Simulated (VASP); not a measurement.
# PbSe (Fm-3m) in VASP: settings compared

The runs below take PbSe through relaxation of cell and atoms, single point, with r2SCAN, HF, HSE06.

Everything below comes from runs of VASP 6.6.1. Logs are shortened: lines on timing, memory, paths and dates and some standing lists are left out, and cuts for length are marked.

**1. The cell of the first run**

It takes space group Fm-3m (No. 225, cubic). The conventional cell has a = 6.241 Å, b = 6.241 Å, c = 6.241 Å, α = 90.00°, β = 90.00°, γ = 90.00°. Pb (site symmetry m-3m) has 6 Se at 3.12 Å within 4.1 Å. Within 4.1 Å of Se (site symmetry m-3m) lie 6 Pb at 3.12 Å.

**2. Relaxation of cell and atoms, r2SCAN (30.39 Å³/atom)**

Contents of POSCAR:

```
PbSe
1.0
    0.0000000000      3.1206779849      3.1206779849
    3.1206779849      0.0000000000      3.1206779849
    3.1206779849      3.1206779849      0.0000000000
Pb Se
1 1
Direct
    0.0000000000      0.0000000000      0.0000000000
    0.5000000000      0.5000000000      0.5000000000
```

Contents of INCAR.step1:

```
METAGGA = R2SCAN
ISMEAR = 0
SIGMA = 0.03
LWAVE = F
LCHARG = F
NSW = 80
PREC = Accurate
LASPH = T
LREAL = F
ALGO = Normal
EDIFF = 1E-7
NELM = 120
GGA_COMPAT = F
IBRION = 2
ISIF = 3
EDIFFG = -0.002
NELMIN = 4
ENCUT = 620
EFERMI = MIDGAP
LMIXTAU = T
POTIM = 0.5
```

Contents of INCAR.step4:

```
METAGGA = R2SCAN
ISMEAR = 0
SIGMA = 0.03
LWAVE = F
LCHARG = F
PREC = Accurate
LASPH = T
LREAL = F
ALGO = Normal
EDIFF = 1E-7
NELM = 120
GGA_COMPAT = F
ISIF = 2
ENCUT = 620
EFERMI = MIDGAP
LMIXTAU = T
```

Contents of KPOINTS:

```
Automatic mesh
0
Gamma
  8 8 8
  0 0 0
```

Potentials or basis: VASP PAW PBE potentials, release 64 (Pb_d, Se).

Launch:

```sh
$ cat potpaw_PBE.64/Pb_d/POTCAR potpaw_PBE.64/Se/POTCAR > POTCAR
$ cp INCAR.step1 INCAR
$ cp POSCAR.step1 POSCAR
$ mpirun -np 1 vasp_std > vasp.out
$ cp CONTCAR POSCAR
$ mpirun -np 1 vasp_std > vasp.out
$ cp CONTCAR POSCAR
$ mpirun -np 1 vasp_std > vasp.out
$ cp CONTCAR POSCAR
$ cp INCAR.step4 INCAR
$ mpirun -np 1 vasp_std > vasp.out
```

OUTCAR:

```text
METAGGA = R2SCAN
   ISMEAR = 0
   PREC = Accurate
   LASPH = T
   LREAL = F
   EDIFF = 1E-7
   NELM = 120
   ISIF = 2
   ENCUT = 620
   EFERMI = MIDGAP

 ion  position               nearest neighbor table
   1  0.000  0.000  0.000-   2 3.09   2 3.09   2 3.09   2 3.09   2 3.09   2 3.09
   2  0.500  0.500  0.500-   1 3.09   1 3.09   1 3.09   1 3.09   1 3.09   1 3.09

  LATTYP: Found a face centered cubic cell.
 ALAT       =     6.1790872970

  Lattice vectors:

 A1 = (   0.0000000000,   3.0895436485,   3.0895436485)
 A2 = (   3.0895436485,   0.0000000000,   3.0895436485)
 A3 = (   3.0895436485,   3.0895436485,   0.0000000000)

Analysis of symmetry for initial positions (statically):
=====================================================================
 Subroutine PRICEL returns:
 Original cell was already a primitive cell.

 Routine SETGRP: Setting up the symmetry group for a
 face centered cubic supercell.

 Subroutine GETGRP returns: Found 48 space group operations
 (whereof 48 operations were pure point group operations)
 out of a pool of 48 trial point group operations.

The static configuration has the point symmetry O_h .

Analysis of symmetry for dynamics (positions and initial velocities):
=====================================================================
 Subroutine PRICEL returns:
 Original cell was already a primitive cell.

 Routine SETGRP: Setting up the symmetry group for a
 face centered cubic supercell.

 Subroutine GETGRP returns: Found 48 space group operations
 (whereof 48 operations were pure point group operations)
 out of a pool of 48 trial point group operations.

The dynamic configuration has the point symmetry O_h .

 Subroutine INISYM returns: Found 48 space group operations
 (whereof 48 operations are pure point group operations),
 and found     1 'primitive' translations

----------------------------------------------------------------------------------------

                                     Primitive cell

  volume of cell :      58.9811

  direct lattice vectors                    reciprocal lattice vectors
     0.000000000  3.089543649  3.089543649    -0.161836199  0.161836199  0.161836199
     3.089543649  0.000000000  3.089543649     0.161836199 -0.161836199  0.161836199
     3.089543649  3.089543649  0.000000000     0.161836199  0.161836199 -0.161836199

  length of vectors
     4.369274529  4.369274529  4.369274529     0.280308519  0.280308519  0.280308519

  position of ions in fractional coordinates (direct lattice)
     0.000000000  0.000000000  0.000000000
     0.500000000  0.500000000  0.500000000

  ion indices of the primitive-cell ions
   primitive index   ion index
                 1           1
                 2           2

----------------------------------------------------------------------------------------

 KPOINTS: Automatic mesh

Automatic generation of k-mesh.
 Grid dimensions read from file:
 generate k-points for:    8    8    8

 Generating k-lattice:

  Cartesian coordinates                     Fractional coordinates (reciprocal lattice)
    -0.020229525  0.020229525  0.020229525     0.125000000  0.000000000  0.000000000
     0.020229525 -0.020229525  0.020229525     0.000000000  0.125000000  0.000000000
     0.020229525  0.020229525 -0.020229525     0.000000000  0.000000000  0.125000000

  Length of vectors
     0.035038565  0.035038565  0.035038565

  Shift w.r.t. Gamma in fractional coordinates (k-lattice)
     0.000000000  0.000000000  0.000000000

 Subroutine IBZKPT returns following result:
 ===========================================

 Found     29 irreducible k-points:

 Following reciprocal coordinates:
            Coordinates               Weight
  0.000000  0.000000  0.000000      1.000000
  0.125000  0.000000  0.000000      8.000000
  0.250000  0.000000  0.000000      8.000000
  0.375000  0.000000  0.000000      8.000000
  0.500000  0.000000  0.000000      4.000000
  0.125000  0.125000  0.000000      6.000000
[... 16 lines left out ...]
  0.500000  0.250000  0.125000     48.000000
 -0.375000  0.250000  0.125000     24.000000
 [... further k-points ...]
   k-points           NKPTS =     29   k-points in BZ     NKDIM =     29   number of bands    NBANDS=     14
   number of dos      NEDOS =    301   number of ions     NIONS =      2
   total plane-waves  NPLWV =  46656
   dimension x,y,z NGX =    36 NGY =   36 NGZ =   36
   dimension x,y,z NGXF=    72 NGYF=   72 NGZF=   72
   ions per type =               1   1
   NGX,Y,Z   is equivalent  to a cutoff of  13.70, 13.70, 13.70 a.u.
   NGXF,Y,Z  is equivalent  to a cutoff of  27.40, 27.40, 27.40 a.u.
 SYSTEM =  unknown system
   PREC   = accura    normal or accurate (medium, high low for compatibility)
   ISTART =      0    job   : 0-new  1-cont  2-samecut
   ICHARG =      2    charge: 1-file 2-atom 10-const
   ISPIN  =      1    spin polarized calculation?
   LNONCOLLINEAR =      F non collinear calculations
   LSORBIT =      F    spin-orbit coupling
   LASPH  =      T    aspherical Exc in radial PAW
   ENCUT  =  620.0 eV  45.57 Ry    6.75 a.u.   8.87  8.87  8.87*2*pi/ulx,y,z
   NELM   =    120;   NELMIN=  2; NELMDL=  0     # of ELM steps
   EDIFF  = 0.1E-06   stopping-criterion for ELM
   LREAL  =      F    real-space projection
   EDIFFG = 0.1E-05   stopping-criterion for IOM
   NSW    =      0    number of steps for IOM
   IBRION =     -1    ionic relax: 0-MD 1-quasi-New 2-CG
   NFREE  =      0    steps in history (QN), initial steepest desc. (CG)
   ISIF   =      2    stress and relaxation
   ISYM   =      2    0-nonsym 1-usesym 2-fastsym
   POTIM  = 0.5000    time-step for ionic-motion
   TEBEG  =    0.0;   TEEND  =   0.0 temperature during run

   SCALEE = 1.0000    scale energy and forces
   PSTRESS=    0.0 pullay stress
   NELECT =      20.0000    total number of electrons
   NUPDOWN=      -1.0000    fix difference up-down
   EMIN   =  10.00;   EMAX   =-10.00  energy-range for DOS
   EFERMI =   0.00;   METHOD = MIDGAP
   ISMEAR =     0;   SIGMA  =   0.03  broadening in eV -4-tet -1-fermi 0-gaus
   EFERMI_NEDOS =   21; number of points for ismear=-14 and -15
   IALGO  =     38    algorithm
   IMIX   =      4    mixing-type and parameters
     AMIX     =   0.40;   BMIX     =  1.00
     AMIX_MAG =   1.60;   BMIX_MAG =  1.00
  volume/ion in A,a.u.               =      29.49       199.01
  Fermi-wavevector in a.u.,A,eV,Ry     =   1.141600  2.157311 17.731790  1.303250
  Thomas-Fermi vector in A             =   2.278299
   LORBIT       =      0    0 simple, 1 ext, 2 COOP (PROOUT), +10 PAW based schemes
   METAGGA = R2SCAN    functional components
   LHFCALC =     F    Hartree Fock is set to
   AEXX    =    0.0000 exact exchange contribution
   IVDW    =     0    specifies the selected vdW correction
   LEPSILON=     F    determine dielectric tensor
   LRPA    =     F    only Hartree local field effects (RPA)

   CSHIFT  =0.1000    complex shift for real part using Kramers Kronig

   OMEGAMAX=  -1.0    maximum frequency
 non-spin polarized calculation
 Gauss-broadening in eV      SIGMA  =   0.03
  energy-cutoff  :      620.00
  volume of cell :       58.98
 maximum number of plane-waves:      2120
   NGX = 17   NGY = 17   NGZ = 17

 number of electron      20.0000003 magnetization

 Free energy of the ion-electron system (eV)
  ---------------------------------------------------
  ext. energy  EPLUGINS =         0.00000000
  ---------------------------------------------------
  free energy    TOTEN  =       -71.94039323 eV

  energy without entropy =      -71.94039323  energy(sigma->0) =      -71.94039323

 E-fermi :   4.8819     XC(G=0):  -9.9288

 val. band max:        4.5452948706   @ k =   0.5000   0.0000   0.0000
 cond. band min:       5.2185307602   @ k =   0.5000   0.0000   0.0000
 fundamental gap:      0.6732358896
 Fermi energy:         4.8819128154

 k-point     1 :       0.0000    0.0000    0.0000
  band No.  band energies     occupation
      1     -12.8547      2.00000
      2     -12.8547      2.00000
      3     -12.8547      2.00000
      4     -12.8500      2.00000
      5     -12.8500      2.00000
      6      -9.3362      2.00000
      7      -1.8344      2.00000
      8       2.6741      2.00000
      9       2.6741      2.00000
     10       2.6741      2.00000
     11       9.5427      0.00000
     12       9.5427      0.00000
     13       9.5427      0.00000
     14      11.5874      0.00000

 k-point     2 :       0.1250    0.0000    0.0000
  band No.  band energies     occupation
      1     -12.8548      2.00000
      2     -12.8548      2.00000
      3     -12.8542      2.00000
      4     -12.8490      2.00000
      5     -12.8490      2.00000
      6      -9.2196      2.00000
      7      -2.2342      2.00000
      8       2.7156      2.00000
      9       2.7156      2.00000
     10       2.9628      2.00000
     11       8.5064      0.00000
     12       8.8776      0.00000
     13       8.8776      0.00000
     14      11.3819      0.00000

 k-point     3 :       0.2500    0.0000    0.0000
  band No.  band energies     occupation
      1     -12.8625      2.00000
      2     -12.8625      2.00000
      3     -12.8530      2.00000
      4     -12.8391      2.00000
      5     -12.8391      2.00000
      6      -8.9012      2.00000
      7      -3.1117      2.00000
      8       2.8349      2.00000
      9       2.8349      2.00000
     10       3.5482      2.00000
     11       7.0147      0.00000
     12       7.7566      0.00000
     13       7.7566      0.00000
     14      11.5666      0.00000

 k-point     4 :       0.3750    0.0000    0.0000
  band No.  band energies     occupation
      1     -12.8706      2.00000
      2     -12.8706      2.00000
      3     -12.8520      2.00000
      4     -12.8288      2.00000
      5     -12.8288      2.00000
      6      -8.5040      2.00000
      7      -3.9645      2.00000
      8       2.9917      2.00000
      9       2.9917      2.00000
     10       4.1339      2.00000
     11       5.8397      0.00000
     12       6.8809      0.00000
     13       6.8809      0.00000
     14      12.5229      0.00000

 k-point     5 :       0.5000    0.0000    0.0000
  band No.  band energies     occupation
      1     -12.8740      2.00000
      2     -12.8740      2.00000
      3     -12.8517      2.00000
      4     -12.8245      2.00000
      5     -12.8245      2.00000
      6      -8.3014      2.00000
      7      -4.3361      2.00000
      8       3.0729      2.00000
      9       3.0729      2.00000
     10       4.5453      2.00000
     11       5.2185      0.00000
[... 276 lines left out ...]
 k-point    22 :       0.3750    0.2500    0.1250
  band No.  band energies     occupation
      1     -12.8878      2.00000
      2     -12.8567      2.00000
      3     -12.8536      2.00000
      4     -12.8358      2.00000
      5     -12.8314      2.00000
      6      -8.6314      2.00000
      7      -3.2977      2.00000
      8       1.6912      2.00000
      9       2.6037      2.00000
     10       3.3691      2.00000
     11       6.7860      0.00000
     12       7.9591      0.00000
     13       9.1346      0.00000
     14      10.9476      0.00000

 k-point    23 :       0.5000    0.2500    0.1250
  band No.  band energies     occupation
      1     -12.8997      2.00000
      2     -12.8594      2.00000
      3     -12.8506      2.00000
      4     -12.8329      2.00000
      5     -12.8261      2.00000
      6      -8.2840      2.00000
      7      -3.7816      2.00000
      8       1.3655      2.00000
      9       2.1220      2.00000
     10       3.5267      2.00000
     11       6.5900      0.00000
     12       7.9264      0.00000
     13       9.0723      0.00000
     14      11.6450      0.00000

 k-point    24 :      -0.3750    0.2500    0.1250
  band No.  band energies     occupation
      1     -12.9041      2.00000
      2     -12.8623      2.00000
      3     -12.8447      2.00000
      4     -12.8361      2.00000
      5     -12.8228      2.00000
      6      -8.1160      2.00000
      7      -4.0094      2.00000
      8       1.3716      2.00000
      9       1.7372      2.00000
     10       3.7255      2.00000
     11       6.2738      0.00000
     12       8.2576      0.00000
     13       8.9170      0.00000
     14      12.6394      0.00000

 [... further k-points ...]

------------------------ aborting loop because EDIFF is reached ----------------------------------------

  FORCE on cell =-STRESS in cart. coord.  units (eV):
  Direction    XX          YY          ZZ          XY          YZ          ZX
  --------------------------------------------------------------------------------------
  -------------------------------------------------------------------------------------
  Total        0.0003452      0.0003452      0.0003452      0.0000000      0.0000000      0.0000000
  in kB        0.0093767      0.0093767      0.0093767      0.0000000      0.0000000      0.0000000
  external PRESSURE =       0.0093767 kB  Pullay stress =       0.0000000 kB

 VOLUME and BASIS-vectors are now :
 -----------------------------------------------------------------------------
  energy-cutoff  :      620.00
  volume of cell :       58.98
      direct lattice vectors                 reciprocal lattice vectors
     0.000000000  3.089543649  3.089543649    -0.161836199  0.161836199  0.161836199
     3.089543649  0.000000000  3.089543649     0.161836199 -0.161836199  0.161836199
     3.089543649  3.089543649  0.000000000     0.161836199  0.161836199 -0.161836199

 POSITION                                       TOTAL-FORCE (eV/Angst)
 -----------------------------------------------------------------------------------
      0.00000      0.00000      0.00000         0.000000      0.000000      0.000000
      3.08954      3.08954      3.08954        -0.000000      0.000000     -0.000000
 -----------------------------------------------------------------------------------
    total drift:                               -0.000000      0.000000      0.000000

  FREE ENERGIE OF THE ION-ELECTRON SYSTEM (eV)
  ---------------------------------------------------
  free  energy   TOTEN  =       -71.9403932282 eV

  energy  without entropy=      -71.9403932282  energy(sigma->0) =      -71.94039323
```

Wall time 7.8 min (1 thread of Intel Xeon Platinum 8488C (Sapphire Rapids), shared host); peak memory 0.25 GiB.

Results:

- Free energy: -71.9404 eV
- Relaxed volume: 29.49 Å³/atom
- Relaxed cell: a = 4.369 Å, b = 4.369 Å, c = 4.369 Å, α = 60.00°, β = 60.00°, γ = 60.00°
- Space group after relaxing (to 0.1 Å): Fm-3m (No. 225)
- Energy gained by relaxing: 4.1 meV/atom
- Ionic steps: 5
- Pressure after relaxing: 0.0 GPa
- Band gap on the k mesh: 0.67 eV

The path:
| step | energy change (eV) | largest force (eV/Å) | pressure (GPa) | volume (Å³) |
| --- | --- | --- | --- | --- |
| 1 | 0.0000 | 0.0000 | -1.45 | 60.78 |
| 2 | -0.0074 | 0.0000 | 0.54 | 58.39 |
| 3 | -0.0084 | 0.0000 | 0.00 | 58.98 |
| 4 | -0.0082 | 0.0000 | 0.00 | 58.98 |
| 5 | -0.0082 | 0.0000 | 0.00 | 58.98 |

Final structure:
```yaml
crystal:
  lattice:
    - [0.00000, 3.08954, 3.08954]
    - [3.08954, 0.00000, 3.08954]
    - [3.08954, 3.08954, 0.00000]
  atoms:
    - { symbol: Pb, position: [0.00000, 0.00000, 0.00000] }
    - { symbol: Se, position: [0.50000, 0.50000, 0.50000] }
```

Levels at points of the mesh, in eV from the valence-band top:
```tsv
k point	band 8	band 9	band 10	band 11	band 12	band 13
(0.00, 0.00, 0.00)	-1.87	-1.87	-1.87	5.00	5.00	5.00
(0.50, 0.00, 0.00)	-1.47	-1.47	0.00	0.67	2.00	2.00
(0.50, 0.50, 0.00)	-4.89	-3.19	-3.19	4.16	5.90	5.90
```

Caveat: the PAW data sets were made with another functional, which shifts forces and pressure a little; spin-orbit coupling is left out, which moves the levels of the heavy elements. A k mesh can miss the band edges.

**3. Single point, HF**

This run uses another cell than the first one, of 32.87 Å³/atom.

Contents of POSCAR:

```
PbSe
1.0
    0.0000000000      3.2034458500      3.2034458500
    3.2034458500      0.0000000000      3.2034458500
    3.2034458500      3.2034458500      0.0000000000
Pb Se
1 1
Direct
    0.0000000000      0.0000000000      0.0000000000
    0.5000000000      0.5000000000      0.5000000000
```

Contents of INCAR.step1:

```
SYSTEM = PbSe
PREC = Accurate
ENCUT = 520
EDIFF = 1E-5
ISMEAR = -1
SIGMA = 0.05
LREAL = .FALSE.
LASPH = .TRUE.
NELM = 100
ALGO = Normal
ISIF = 2
LWAVE = .TRUE.
GGA = PE
NBANDS = 17
```

Contents of INCAR.step2:

```
SYSTEM = PbSe
PREC = Accurate
ENCUT = 520
EDIFF = 1E-7
ISMEAR = -1
SIGMA = 0.05
LREAL = .FALSE.
LASPH = .TRUE.
NELM = 100
ALGO = Normal
ISIF = 2
LWAVE = .FALSE.
LCHARG = .TRUE.
GGA = PE
LHFCALC = .TRUE.
AEXX = 1.0
ALDAC = 0.0
AGGAC = 0.0
PRECFOCK = Normal
LELF = .TRUE.
LVHAR = .TRUE.
ISTART = 1
NBANDS = 17
```

Contents of KPOINTS:

```
Automatic mesh
0
G
  4 4 4
  0 0 0
```

Potentials or basis: VASP PAW PBE potentials, release 64 (Pb_d, Se).

Launch:

```sh
$ cat potpaw_PBE.64/Pb_d/POTCAR potpaw_PBE.64/Se/POTCAR > POTCAR
$ cp INCAR.step1 INCAR
$ mpirun -np 1 vasp_std > vasp.out
$ cp INCAR.step2 INCAR
$ mpirun -np 1 vasp_std > vasp.out
```

Wall time 22 min (1 thread of Intel Xeon Platinum 8488C (Sapphire Rapids), shared host); peak memory 0.22 GiB.

It converged, with:

```yaml
Free_energy: -16.9230 eV
Pressure: -0.7 GPa
Band_gap_on_the_k_mesh: 5.89 eV
```

Levels at points of the mesh, in eV from the valence-band top:
```csv
k point,band 7,band 8,band 9,band 10,band 11,band 12,band 13,band 14
"(0.00, 0.00, 0.00)",-7.64,-2.25,-2.25,-2.25,10.82,10.82,10.82,12.82
"(0.50, 0.00, 0.00)",-10.79,-1.91,-1.91,0.00,5.89,7.36,7.36,14.93
"(0.50, 0.50, 0.00)",-8.92,-5.81,-3.76,-3.76,9.68,11.76,11.76,12.25
```

Caveat: the k points lie up to 0.42 Å⁻¹ apart; the PAW data sets were made with another functional, which shifts forces and pressure a little; spin-orbit coupling is left out, which moves the levels of the heavy elements.

(Part 1 of 2 ends here.)
